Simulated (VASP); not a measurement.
# KBr (I4/mmm) in VASP: further runs

Runs on KBr. Level: LDA. Tasks: single point.

All numbers are computed with VASP 6.6.1; they aren't measurements. Logs are shortened: lines on timing, memory, paths and dates and some standing lists are left out, and cuts for length are marked.

**1. The cell of the first run**

The structure is tetragonal, space group I4/mmm (No. 139). Conventional cell: a = 4.586 Å, b = 4.586 Å, c = 6.783 Å, α = 90.00°, β = 90.00°, γ = 90.00°. K (site symmetry 4/mmm) has 6 Br at 3.24 to 3.39 Å within 4.3 Å. Br (site symmetry 4/mmm) has 6 K at 3.24 to 3.39 Å within 4.3 Å.

**2. Single point, LDA (strain -0.015 along x and y, +0.030 along z)**

INCAR

```
ALGO = Normal ; EDIFF = 1E-7
ENCUT = 520 ; ISIF = 2
ISMEAR = 0 ; LASPH = True
LCHARG = False ; LREAL = False
LWAVE = False ; NBANDS = 15
NELM = 60 ; PREC = Accurate
SIGMA = 0.05
```

KPOINTS

```
k-points
0
Gamma
  6 6 6
```

POSCAR

```
KBr
1.0
    0.0000000000      3.2431125000      3.3912750000
    3.2431125000      0.0000000000      3.3912750000
    3.2431125000      3.2431125000      0.0000000000
K Br
1 1
Direct
    0.0000000000      0.0000000000      0.0000000000
    0.5000000000      0.5000000000      0.5000000000
```

Potentials or basis: VASP PAW LDA potentials, release 64 (K_sv, Br).

Launch:

```sh
$ cat potpaw_LDA.64/K_sv/POTCAR potpaw_LDA.64/Br/POTCAR > POTCAR
$ mpirun -np 1 vasp_std > vasp.out
```

OUTCAR:

```text
EDIFF = 1E-7
   ENCUT = 520
   ISIF = 2
   ISMEAR = 0
   LASPH = True
   LREAL = False
   NELM = 60
   PREC = Accurate

 ion  position               nearest neighbor table
   1  0.000  0.000  0.000-   2 3.24   2 3.24   2 3.24   2 3.24
   2  0.500  0.500  0.500-   1 3.24   1 3.24   1 3.24   1 3.24

  LATTYP: Found a body centered tetragonal cell.
 ALAT       =     4.5864536818
 C/A-ratio  =     1.4788223038

  Lattice vectors:

 A1 = (  -3.2431125000,   0.0000000000,   3.3912750000)
 A2 = (   3.2431125000,   0.0000000000,   3.3912750000)
 A3 = (   0.0000000000,   3.2431125000,  -3.3912750000)

Analysis of symmetry for initial positions (statically):
=====================================================================
 Subroutine PRICEL returns:
 Original cell was already a primitive cell.

 Routine SETGRP: Setting up the symmetry group for a
 body centered tetragonal supercell.

 Subroutine GETGRP returns: Found 16 space group operations
 (whereof 16 operations were pure point group operations)
 out of a pool of 16 trial point group operations.

The static configuration has the point symmetry D_4h.

Analysis of symmetry for dynamics (positions and initial velocities):
=====================================================================
 Subroutine PRICEL returns:
 Original cell was already a primitive cell.

 Routine SETGRP: Setting up the symmetry group for a
 body centered tetragonal supercell.

 Subroutine GETGRP returns: Found 16 space group operations
 (whereof 16 operations were pure point group operations)
 out of a pool of 16 trial point group operations.

The dynamic configuration has the point symmetry D_4h.

 Subroutine INISYM returns: Found 16 space group operations
 (whereof 16 operations are pure point group operations),
 and found     1 'primitive' translations

----------------------------------------------------------------------------------------

                                     Primitive cell

  volume of cell :      71.3374

  direct lattice vectors                    reciprocal lattice vectors
     0.000000000  3.243112500  3.391275000    -0.154172882  0.154172882  0.147437173
     3.243112500  0.000000000  3.391275000     0.154172882 -0.154172882  0.147437173
     3.243112500  3.243112500  0.000000000     0.154172882  0.154172882 -0.147437173

  length of vectors
     4.692390096  4.692390096  4.586453682     0.263203866  0.263203866  0.263203866

  position of ions in fractional coordinates (direct lattice)
     0.000000000  0.000000000  0.000000000
[... 89 lines left out ...]
   NELECT =      16.0000    total number of electrons
   NUPDOWN=      -1.0000    fix difference up-down
   EMIN   =  10.00;   EMAX   =-10.00  energy-range for DOS
   EFERMI =   0.00;   METHOD = LEGACY
   ISMEAR =     0;   SIGMA  =   0.05  broadening in eV -4-tet -1-fermi 0-gaus
   EFERMI_NEDOS =   21; number of points for ismear=-14 and -15
   IALGO  =     38    algorithm
   IMIX   =      4    mixing-type and parameters
     AMIX     =   0.40;   BMIX     =  1.00
     AMIX_MAG =   1.60;   BMIX_MAG =  1.00
  volume/ion in A,a.u.               =      35.67       240.70
  Fermi-wavevector in a.u.,A,eV,Ry     =   0.994663  1.879640 13.460976  0.989354
  Thomas-Fermi vector in A             =   2.126629
   LORBIT       =      0    0 simple, 1 ext, 2 COOP (PROOUT), +10 PAW based schemes
   GGA     = CA    functional components
   LHFCALC =     F    Hartree Fock is set to
   AEXX    =    0.0000 exact exchange contribution
   IVDW    =     0    specifies the selected vdW correction
   LEPSILON=     F    determine dielectric tensor
   LRPA    =     F    only Hartree local field effects (RPA)
 non-spin polarized calculation
 Gauss-broadening in eV      SIGMA  =   0.05
  energy-cutoff  :      520.00
  volume of cell :       71.34
 maximum number of plane-waves:      1948
   NGX = 17   NGY = 17   NGZ = 17

 number of electron      15.9999998 magnetization

 Free energy of the ion-electron system (eV)
  ---------------------------------------------------
  ext. energy  EPLUGINS =         0.00000000
  ---------------------------------------------------
  free energy    TOTEN  =        -6.79522251 eV

  energy without entropy =       -6.79522251  energy(sigma->0) =       -6.79522251

 E-fermi :  -1.5613     XC(G=0):  -7.9132

 val. band max:       -1.8753529394   @ k =   0.0000   0.0000   0.0000
 cond. band min:       2.1712049764   @ k =   0.0000   0.0000   0.0000
 fundamental gap:      4.0465579158
 Fermi energy:        -1.5612575886

 k-point     1 :       0.0000    0.0000    0.0000
  band No.  band energies     occupation
      1     -29.2718      2.00000
      2     -14.2184      2.00000
      3     -12.9897      2.00000
      4     -12.9897      2.00000
      5     -12.9866      2.00000
      6      -1.8967      2.00000
      7      -1.8754      2.00000
      8      -1.8754      2.00000
      9       2.1712      0.00000
     10       5.2840      0.00000
     11       5.5623      0.00000
     12       5.5623      0.00000
     13       6.2504      0.00000
     14       6.4468      0.00000
[... 401 lines left out ...]
      2     -14.1938      2.00000
      3     -13.0563      2.00000
      4     -13.0214      2.00000
      5     -12.9628      2.00000
      6      -2.7341      2.00000
      7      -2.3461      2.00000
      8      -2.2123      2.00000
      9       4.0791      0.00000
     10       5.2497      0.00000
     11       6.7978      0.00000
     12       7.5397      0.00000
     13       7.7408      0.00000
     14       8.3856      0.00000
     15       8.9638      0.00000

 [... further k-points ...]

------------------------ aborting loop because EDIFF is reached ----------------------------------------

  FORCE on cell =-STRESS in cart. coord.  units (eV):
  Direction    XX          YY          ZZ          XY          YZ          ZX
  --------------------------------------------------------------------------------------
  -------------------------------------------------------------------------------------
  Total       -0.4704876     -0.4704876     -0.9447481      0.0000000      0.0000000      0.0000000
  in kB      -10.5667575    -10.5667575    -21.2182512      0.0000000      0.0000000      0.0000000
  external PRESSURE =     -14.1172554 kB  Pullay stress =       0.0000000 kB

 VOLUME and BASIS-vectors are now :
 -----------------------------------------------------------------------------
  energy-cutoff  :      520.00
  volume of cell :       71.34
      direct lattice vectors                 reciprocal lattice vectors
     0.000000000  3.243112500  3.391275000    -0.154172882  0.154172882  0.147437173
     3.243112500  0.000000000  3.391275000     0.154172882 -0.154172882  0.147437173
     3.243112500  3.243112500  0.000000000     0.154172882  0.154172882 -0.147437173

 POSITION                                       TOTAL-FORCE (eV/Angst)
 -----------------------------------------------------------------------------------
      0.00000      0.00000      0.00000         0.000000     -0.000000     -0.000000
      3.24311      3.24311      3.39127        -0.000000      0.000000      0.000000
 -----------------------------------------------------------------------------------
    total drift:                                0.000000      0.000000      0.000000

  FREE ENERGIE OF THE ION-ELECTRON SYSTEM (eV)
  ---------------------------------------------------
  free  energy   TOTEN  =        -6.7952225145 eV

  energy  without entropy=       -6.7952225145  energy(sigma->0) =       -6.79522251
```

stdout:

```text
POSCAR found type information on POSCAR K Br
 POSCAR found :  2 types and       2 ions
 scaLAPACK will be used
 LDA part: xc-table for (Slater(with rela. corr.)+CA(PZ))
 , standard interpolation
 POSCAR, INCAR and KPOINTS ok, starting setup
 FFT: planning ... GRIDC
 FFT: planning ... GRID_SOFT
 FFT: planning ... GRID
 WAVECAR not read
 entering main loop
```

It took 17 s on 1 thread of AMD EPYC 9R45 (Zen 5), shared host; peak memory 0.15 GiB.

What came out:

| Item | Value |
| --- | --- |
| Free energy | -6.7952 eV |
| Pressure | -1.4 GPa |
| Band gap on the k mesh | 4.05 eV, direct |

Levels at points of the mesh, in eV from the valence-band top:
```
           k point  band 4  band 5  band 6  band 7  band 8  band 9  band 10  band 11  band 12  band 13
(0.00, 0.00, 0.00)  -11.11  -11.11   -0.02    0.00    0.00    4.05     7.16     7.44     7.44     8.13
(0.50, 0.00, 0.00)  -11.11  -10.87   -1.28   -0.37   -0.36    6.25     7.94     9.54     9.55     9.67
(0.50, 0.50, 0.00)  -11.15  -11.15   -0.91   -0.27   -0.27    5.58     6.86     9.02     9.14     9.48
(0.50, 0.00, 0.50)  -11.17  -11.15   -0.85   -0.34   -0.31    5.53     6.90     9.24     9.25     9.51
```

Caveat: the cell differs from its parent crystal (strain -0.015 along x and y, +0.030 along z).

**3. Single point, LDA (strain +0.000 along x and y, +0.015 along z)**

INCAR

```
SYSTEM = KBr
ALGO     = Normal         ! electronic algorithm
EDIFF    = 1E-7           ! SCF threshold, eV
ENCUT    = 520            ! plane-wave cutoff, eV
ISIF     = 2              ! what is computed and relaxed
ISMEAR   = 0              ! smearing method
LASPH    = .TRUE.         ! aspherical terms in the spheres
LCHARG   = .FALSE.        ! write CHGCAR
LREAL    = .FALSE.        ! projectors in reciprocal space
LWAVE    = .FALSE.        ! write WAVECAR
NBANDS   = 15             ! bands
NELM     = 100            ! most SCF steps
PREC     = Accurate       ! precision mode
SIGMA    = 0.05           ! smearing width, eV
```

KPOINTS

```
k-points
0
G
  6 6 6
  0 0 0
```

POSCAR

```
KBr
1.0
    0.0000000000      3.2925000000      3.3418875000
    3.2925000000      0.0000000000      3.3418875000
    3.2925000000      3.2925000000      0.0000000000
K Br
1 1
Direct
    0.0000000000      0.0000000000      0.0000000000
    0.5000000000      0.5000000000      0.5000000000
```

Potentials or basis: VASP PAW LDA potentials, release 64 (K_sv, Br).

Launch:

```sh
$ cat potpaw_LDA.64/K_sv/POTCAR potpaw_LDA.64/Br/POTCAR > POTCAR
$ mpirun -np 1 vasp_std > vasp.out
```

Run time: 20 s. Hardware: 1 thread of AMD EPYC 9R45 (Zen 5), shared host; peak memory 0.15 GiB.

Results (log left out):

| Item | Value |
| --- | --- |
| Free energy | -6.7907 eV |
| Pressure | -1.7 GPa |
| Band gap on the k mesh | 4.02 eV, direct |

Stress tensor (GPa, compression positive):
```
-1.56  0.00  0.00
 0.00 -1.56  0.00
 0.00  0.00 -1.90
```

Levels at points of the mesh, in eV from the valence-band top:
| k point | band 6 | band 7 | band 8 | band 9 | band 10 | band 11 |
| --- | --- | --- | --- | --- | --- | --- |
| (0.00, 0.00, 0.00) | -0.01 | 0.00 | 0.00 | 4.02 | 7.28 | 7.37 |
| (0.50, 0.00, 0.00) | -1.24 | -0.35 | -0.35 | 6.23 | 7.89 | 9.50 |
| (0.50, 0.50, 0.00) | -0.86 | -0.28 | -0.28 | 5.58 | 6.82 | 9.05 |
| (0.50, 0.00, 0.50) | -0.84 | -0.31 | -0.30 | 5.56 | 6.83 | 9.12 |

Caveat: the cell differs from its parent crystal (strain +0.000 along x and y, +0.015 along z).

[end of part 1 of 2]
